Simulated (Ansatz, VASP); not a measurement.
**Y: VASP beside Ansatz**

```xyz
1
Lattice="0.0000 2.4625 2.4625 2.4625 0.0000 2.4625 2.4625 2.4625 0.0000" Properties=species:S:1:pos:R:3 pbc="T T T"
Y     0.0000    0.0000    0.0000
```

Alike in both runs: task single point; functional RPBE; k mesh 12 × 12 × 12; occupations fermi-dirac, width 0.1 eV; no spin polarisation.

```csv
,VASP,Ansatz
version,VASP 6.6.1,Ansatz 0.2.0
potentials or method,"VASP PAW PBE potentials, release 64 (Y_sv), cutoff 520 eV","plane waves (420 eV) with PAW, scalar-relativistic"
valence electrons in the cell,11,11
```

```csv
,VASP,Ansatz,Ansatz less VASP
pressure (GPa),5.4,5.6,+0.16
```

VASP's potentials were made for PBE, not for RPBE.
